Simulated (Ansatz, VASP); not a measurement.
**MnSb: VASP beside Ansatz**

```xyz
2
Lattice="0.0000 2.8043 2.8043 2.8043 0.0000 2.8043 2.8043 2.8043 0.0000" Properties=species:S:1:pos:R:3 pbc="T T T"
Mn    0.0000    0.0000    0.0000
Sb    2.8043    2.8043    2.8043
```

Alike in both runs: task single point; functional LDA; k mesh 9 × 9 × 9; occupations fermi-dirac, width 0.1 eV; collinear spin.

|  | VASP | Ansatz |
| --- | --- | --- |
| version | VASP 6.6.1 | Ansatz 0.2.0 |
| potentials or method | VASP PAW LDA potentials, release 64 (Mn_pv, Sb), cutoff 520 eV | plane waves, PAW |
| valence electrons in the cell | 18 | 30 |

```tsv
	VASP	Ansatz	Ansatz less VASP
net moment per atom (μB)	1.84	1.87	+0.036
size of the moment on the site where the two differ most (μB)	3.57	3.69	+0.114
```

LDA's correlation is that of Perdew and Zunger in VASP and of Perdew and Wang (1992) in Ansatz. Site moments also hang on the region over which each program counts them. VASP's potentials hold 18 valence electrons a cell and Ansatz's 30, so a difference there can come from the potentials and not from the codes. Ansatz's warnings: given moment on shells.

Spin-orbit coupling is off throughout.
